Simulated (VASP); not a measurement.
Pt, 2 atoms in the cell. It takes space group Fm-3m (No. 225, cubic). Conventional cell: a = 3.972 Å, b = 3.972 Å, c = 3.972 Å, α = 90.00°, β = 90.00°, γ = 90.00°. Within 3.7 Å of Pt (site symmetry m-3m) lie 12 Pt at 2.81 Å. 

| Quantity | Value |
| --- | --- |
| Program | VASP 6.6.1 |
| Task | single point |
| Functional | PBE |
| Potentials or basis | VASP PAW PBE potentials, release 64 (Pt) |
| Cutoff | 520 eV |
| k mesh | 14 × 10 × 14 |
| Occupations | fermi-dirac, width 0.1 eV |
| Spin | no spin polarisation |
| Dipole correction | no |
| Further INCAR settings | ALGO = Normal; EDIFF = 1e-07; NBANDS = 17 |

Potentials or basis: VASP PAW PBE potentials, release 64 (Pt).

Command:

```console
$ cat potpaw_PBE.64/Pt/POTCAR > POTCAR
$ mpirun -np 1 vasp_std > vasp.out
```

Hardware: 1 thread of Intel(R) Xeon(R) Platinum 8488C (Sapphire Rapids), on a shared host.

Q: Estimate the wall time of this run.

A: Wall time 33 s on 1 thread of Intel(R) Xeon(R) Platinum 8488C (Sapphire Rapids), with other jobs on the host, peak memory 0.22 GiB. Counts: scf iterations 11, k points 216.
